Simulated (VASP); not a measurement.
# In (Pm-3m) in VASP: further runs

Runs on In. Level: r2SCAN. Tasks: single point, relaxation of cell and atoms.

All numbers are computed with VASP 6.6.1; they aren't measurements. Logs are shortened: lines on timing, memory, paths and dates and some standing lists are left out, and cuts for length are marked.

## 1. The cell of the first run

It takes space group Pm-3m (No. 221, cubic). The conventional cell has a = 3.084 Å, b = 3.084 Å, c = 3.084 Å, α = 90.00°, β = 90.00°, γ = 90.00°. Within 4.1 Å of In (site symmetry m-3m) lie 6 In at 3.08 Å.

This isn't the form of In at room conditions, which is tetragonal.

## 2. Single point, r2SCAN (29.33 Å³/atom)

POSCAR

```
In
1.0
    3.0837573891      0.0000000000      0.0000000000
    0.0000000000      3.0837573891      0.0000000000
    0.0000000000      0.0000000000      3.0837573891
In
1
Direct
    0.0000000000      0.0000000000      0.0000000000
```

INCAR.step1

```
PREC = Accurate
ENCUT = 520
ISMEAR = -1
SIGMA = 0.1
LREAL = F
LASPH = T
NELM = 60
NBANDS = 12
GGA = PE
ALGO = Normal
EDIFF = 1E-4
LWAVE = T
LCHARG = F
```

INCAR.step2

```
PREC = Accurate
ENCUT = 520
EDIFF = 1E-6
ISMEAR = -1
SIGMA = 0.1
LREAL = F
LASPH = T
NELM = 60
ALGO = Normal
ISIF = 2
LWAVE = F
LCHARG = F
METAGGA = R2SCAN
LMIXTAU = T
NBANDS = 12
ISTART = 1
```

KPOINTS

```
regular mesh
0
Gamma
  12 12 12
```

Potentials or basis: VASP PAW PBE potentials, release 64 (In_d).

Command:

```sh
> cat potpaw_PBE.64/In_d/POTCAR > POTCAR
> cp INCAR.step1 INCAR
> mpirun -np 1 vasp_std > vasp.out
> cp INCAR.step2 INCAR
> mpirun -np 1 vasp_std > vasp.out
```

OUTCAR:

```text
PREC = Accurate
   ENCUT = 520
   EDIFF = 1E-6
   ISMEAR = -1
   LREAL = F
   LASPH = T
   NELM = 60
   ISIF = 2
   METAGGA = R2SCAN
   ISTART = 1

 ion  position               nearest neighbor table
   1  0.000  0.000  0.000-

  LATTYP: Found a simple cubic cell.
 ALAT       =     3.0837573891

  Lattice vectors:

 A1 = (   3.0837573891,   0.0000000000,   0.0000000000)
 A2 = (   0.0000000000,   3.0837573891,   0.0000000000)
 A3 = (   0.0000000000,   0.0000000000,   3.0837573891)

Analysis of symmetry for initial positions (statically):
=====================================================================
 Subroutine PRICEL returns:
 Original cell was already a primitive cell.

 Routine SETGRP: Setting up the symmetry group for a
 simple cubic supercell.

 Subroutine GETGRP returns: Found 48 space group operations
 (whereof 48 operations were pure point group operations)
 out of a pool of 48 trial point group operations.

The static configuration has the point symmetry O_h .

Analysis of symmetry for dynamics (positions and initial velocities):
=====================================================================
 Subroutine PRICEL returns:
 Original cell was already a primitive cell.

 Routine SETGRP: Setting up the symmetry group for a
 simple cubic supercell.

 Subroutine GETGRP returns: Found 48 space group operations
 (whereof 48 operations were pure point group operations)
 out of a pool of 48 trial point group operations.

The dynamic configuration has the point symmetry O_h .

 Subroutine INISYM returns: Found 48 space group operations
 (whereof 48 operations are pure point group operations),
 and found     1 'primitive' translations

----------------------------------------------------------------------------------------

                                     Primitive cell

  volume of cell :      29.3252

  direct lattice vectors                    reciprocal lattice vectors
     3.083757389  0.000000000  0.000000000     0.324279726  0.000000000  0.000000000
     0.000000000  3.083757389  0.000000000     0.000000000  0.324279726  0.000000000
     0.000000000  0.000000000  3.083757389     0.000000000  0.000000000  0.324279726

  length of vectors
     3.083757389  3.083757389  3.083757389     0.324279726  0.324279726  0.324279726

  position of ions in fractional coordinates (direct lattice)
     0.000000000  0.000000000  0.000000000
[... 81 lines left out ...]
   NFREE  =      0    steps in history (QN), initial steepest desc. (CG)
   ISIF   =      2    stress and relaxation
   ISYM   =      2    0-nonsym 1-usesym 2-fastsym
   POTIM  = 0.5000    time-step for ionic-motion
   TEBEG  =    0.0;   TEEND  =   0.0 temperature during run
   PSTRESS=    0.0 pullay stress
   NELECT =      13.0000    total number of electrons
   NUPDOWN=      -1.0000    fix difference up-down
   EMIN   =  10.00;   EMAX   =-10.00  energy-range for DOS
   EFERMI =   0.00;   METHOD = LEGACY
   ISMEAR =    -1;   SIGMA  =   0.10  broadening in eV -4-tet -1-fermi 0-gaus
   EFERMI_NEDOS =   21; number of points for ismear=-14 and -15
   IALGO  =     38    algorithm
   IMIX   =      4    mixing-type and parameters
     AMIX     =   0.40;   BMIX     =  1.00
     AMIX_MAG =   1.60;   BMIX_MAG =  1.00
  volume/ion in A,a.u.               =      29.33       197.90
  Fermi-wavevector in a.u.,A,eV,Ry     =   1.248272  2.358891 21.200352  1.558182
  Thomas-Fermi vector in A             =   2.382366
   LORBIT       =      0    0 simple, 1 ext, 2 COOP (PROOUT), +10 PAW based schemes
   METAGGA = R2SCAN    functional components
   LHFCALC =     F    Hartree Fock is set to
   AEXX    =    0.0000 exact exchange contribution
   IVDW    =     0    specifies the selected vdW correction
   LEPSILON=     F    determine dielectric tensor
   LRPA    =     F    only Hartree local field effects (RPA)
 non-spin polarized calculation
  energy-cutoff  :      520.00
  volume of cell :       29.33
 maximum number of plane-waves:       840
 NGX is ok and might be reduce to    24
   NGX = 11   NGY = 11   NGZ = 11

 number of electron      12.9999984 magnetization

 Free energy of the ion-electron system (eV)
  ---------------------------------------------------
  ext. energy  EPLUGINS =         0.00000000
  ---------------------------------------------------
  free energy    TOTEN  =       -22.53004154 eV

  energy without entropy =      -22.51383477  energy(sigma->0) =      -22.52193815

 E-fermi :   6.0496     XC(G=0): -10.3535

 val. band max:        5.9809996228   @ k =   0.3333   0.1667   0.0833
 cond. band min:       6.1026891108   @ k =   0.5000   0.5000   0.3333
 fundamental gap:      0.1216894879
 Fermi energy:         6.0495812737

 k-point     1 :       0.0000    0.0000    0.0000
  band No.  band energies     occupation
      1      -9.4369      2.00000
      2      -9.4369      2.00000
      3      -8.7288      2.00000
      4      -8.7288      2.00000
      5      -8.7288      2.00000
      6      -3.2079      2.00000
      7      13.6046      0.00000
      8      13.6046      0.00000
      9      13.6046      0.00000
     10      16.7589      0.00000
     11      16.7589      0.00000
     12      18.4014      0.00000
[... 331 lines left out ...]
 k-point    24 :       0.4167    0.3333    0.0000
  band No.  band energies     occupation
      1      -9.2061      2.00000
      2      -9.1287      2.00000
      3      -8.8895      2.00000
      4      -8.8518      2.00000
      5      -8.6951      2.00000
      6       1.6338      2.00000
      7       5.3207      1.99864
      8       8.1863      0.00000
      9      12.6906      0.00000
     10      18.5334      0.00000
     11      20.5153      0.00000
     12      22.3934      0.00000

 [... further k-points ...]

------------------------ aborting loop because EDIFF is reached ----------------------------------------

  FORCE on cell =-STRESS in cart. coord.  units (eV):
  Direction    XX          YY          ZZ          XY          YZ          ZX
  --------------------------------------------------------------------------------------
  -------------------------------------------------------------------------------------
  Total       -0.2683310     -0.2683310     -0.2683310      0.0000000     -0.0000000      0.0000000
  in kB      -14.6602332    -14.6602332    -14.6602332      0.0000000     -0.0000000      0.0000000
  external PRESSURE =     -14.6602332 kB  Pullay stress =       0.0000000 kB

 VOLUME and BASIS-vectors are now :
 -----------------------------------------------------------------------------
  energy-cutoff  :      520.00
  volume of cell :       29.33
      direct lattice vectors                 reciprocal lattice vectors
     3.083757389  0.000000000  0.000000000     0.324279726  0.000000000  0.000000000
     0.000000000  3.083757389  0.000000000     0.000000000  0.324279726  0.000000000
     0.000000000  0.000000000  3.083757389     0.000000000  0.000000000  0.324279726

 POSITION                                       TOTAL-FORCE (eV/Angst)
 -----------------------------------------------------------------------------------
      0.00000      0.00000      0.00000         0.000000      0.000000      0.000000
 -----------------------------------------------------------------------------------
    total drift:                                0.000000     -0.000000      0.000000

  FREE ENERGIE OF THE ION-ELECTRON SYSTEM (eV)
  ---------------------------------------------------
  free  energy   TOTEN  =       -22.5300415411 eV

  energy  without entropy=      -22.5138347652  energy(sigma->0) =      -22.52193815
```

OUTCAR.step1:

```text
PREC = Accurate
   ENCUT = 520
   ISMEAR = -1
   LREAL = F
   LASPH = T
   NELM = 60
[... 574 lines left out ...]

 POSITION                                       TOTAL-FORCE (eV/Angst)
 -----------------------------------------------------------------------------------
      0.00000      0.00000      0.00000         0.000000      0.000000      0.000000
 -----------------------------------------------------------------------------------
    total drift:                                0.000000      0.000000      0.000000

  FREE ENERGIE OF THE ION-ELECTRON SYSTEM (eV)
  ---------------------------------------------------
  free  energy   TOTEN  =        -2.4719931147 eV

  energy  without entropy=       -2.4549564918  energy(sigma->0) =       -2.46347480
```

Run time: 69 s. Hardware: 1 thread of Intel Xeon 8259CL, shared host; peak memory 0.16 GiB.

What came out:

| Property | Result |
| --- | --- |
| Free energy | -22.5300 eV |
| Pressure | -1.5 GPa |
| Band gap on the k mesh | zero (an odd number of electrons rules out a gap without spin polarisation) |

Levels at points of the mesh, in eV from the Fermi level:
```tsv
k point	band 4	band 5	band 6	band 7	band 8	band 9
(0.00, 0.00, 0.00)	-14.78	-14.78	-9.26	7.56	7.56	7.56
(0.50, 0.00, 0.00)	-14.97	-14.76	-5.57	-3.40	10.68	10.68
(0.50, 0.50, 0.00)	-14.94	-14.58	-1.67	-0.65	-0.65	4.24
(0.50, 0.50, 0.50)	-14.57	-14.57	2.09	2.09	2.09	2.97
```

Caveat: the PAW data sets were made with another functional, which shifts forces and pressure a little; spin-orbit coupling is left out, which moves the levels of the heavy elements.

## 3. Single point, r2SCAN (30.45 Å³/atom)

This run uses another cell than the first one, of 30.45 Å³/atom.

POSCAR

```
In
1.0
    3.1227964371      0.0000000000      0.0000000000
    0.0000000000      3.1227964371      0.0000000000
    0.0000000000      0.0000000000      3.1227964371
In
1
Direct
    0.0000000000      0.0000000000      0.0000000000
```

INCAR.step1

```
SYSTEM = In
  PREC = Accurate
  ENCUT = 520
  ISMEAR = -1
  SIGMA = 0.1
  LREAL = .FALSE.
  LASPH = .TRUE.
  NELM = 60
  NBANDS = 12
  GGA = PE
  ALGO = Normal
  EDIFF = 1E-4
  LWAVE = .TRUE.
  LCHARG = .FALSE.
```

INCAR.step2

```
SYSTEM = In
  PREC = Accurate
  ENCUT = 520
  EDIFF = 1E-7
  ISMEAR = -1
  SIGMA = 0.1
  LREAL = .FALSE.
  LASPH = .TRUE.
  NELM = 60
  ALGO = Normal
  ISIF = 2
  LWAVE = .FALSE.
  LCHARG = .FALSE.
  METAGGA = R2SCAN
  LMIXTAU = .TRUE.
  NBANDS = 12
  ISTART = 1
```

KPOINTS

```
regular mesh
0
G
  12 12 12
  0 0 0
```

Potentials or basis: VASP PAW PBE potentials, release 64 (In_d).

Command:

```sh
> cat potpaw_PBE.64/In_d/POTCAR > POTCAR
> cp INCAR.step1 INCAR
> mpirun -np 1 vasp_std > vasp.out
> cp INCAR.step2 INCAR
> mpirun -np 1 vasp_std > vasp.out
```

Wall time 78 s (1 thread of Intel Xeon 8259CL, shared host); peak memory 0.16 GiB.

Results (log left out):

| Quantity | Value |
| --- | --- |
| Free energy | -22.5165 eV |
| Pressure | -2.5 GPa |
| Band gap on the k mesh | zero (an odd number of electrons rules out a gap without spin polarisation) |

Levels at points of the mesh, in eV from the Fermi level:
```tsv
k point	band 3	band 4	band 5	band 6	band 7	band 8	band 9	band 10
(0.00, 0.00, 0.00)	-14.79	-14.79	-14.79	-9.04	7.35	7.35	7.35	10.47
(0.50, 0.00, 0.00)	-14.96	-14.96	-14.77	-5.52	-3.25	10.33	10.33	13.23
(0.50, 0.50, 0.00)	-14.94	-14.94	-14.60	-1.81	-0.60	-0.60	4.22	13.74
(0.50, 0.50, 0.50)	-15.18	-14.59	-14.59	2.02	2.02	2.02	2.58	7.36
```

Caveat: the PAW data sets were made with another functional, which shifts forces and pressure a little; spin-orbit coupling is left out, which moves the levels of the heavy elements.

[end of part 1 of 2]
